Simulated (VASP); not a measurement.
## MgTe: G0W0 quasiparticle levels with PBE

The system is MgTe.

```
Mg Te
1.0
     4.57751    0.00000    0.00000
    -2.28876    3.96424    0.00000
     0.00000    0.00000    7.45558
Mg Te
2 2
Direct
  0.33333 0.66667 0.00440
  0.66667 0.33333 0.50440
  0.33333 0.66667 0.38060
  0.66667 0.33333 0.88060
```

* Program: VASP 6.6.1
* Task: G0W0 quasiparticle levels
* Functional: PBE
* Potentials or basis: VASP PAW PBE potentials, release 64 (Mg_GW, Te_GW)
* Cutoff: 500 eV
* k mesh: 6 × 6 × 2
* Occupations: gaussian, width 0.01 eV
* Spin: no spin polarisation
* Dipole correction: no
* GW scheme: G0W0
* GW iterations: 1
* Cutoff of the response function: 80
* Frequency points: 96
* Empty bands: 219
* Further INCAR settings: ALGO = EVGW0; EDIFF = 1e-08; NBANDS = 227

* Quasiparticle gap: 3.68 eV
* Least direct quasiparticle gap: 3.68 eV
* Band gap of the starting levels on the mesh: 2.45 eV
* Least direct gap of the starting levels on the mesh: 2.45 eV

Run time: 24 min on 1 thread of Intel(R) Xeon(R) 6975P-C (Granite Rapids), with other jobs on the host, peak memory 3.6 GiB.

Caveat: the k points lie up to 0.42 Å⁻¹ apart; bands, screening cutoff and mesh are small and nothing is extrapolated, so the quasiparticle values aren't converged; spin-orbit coupling is left out, which moves the levels of the heavy elements.
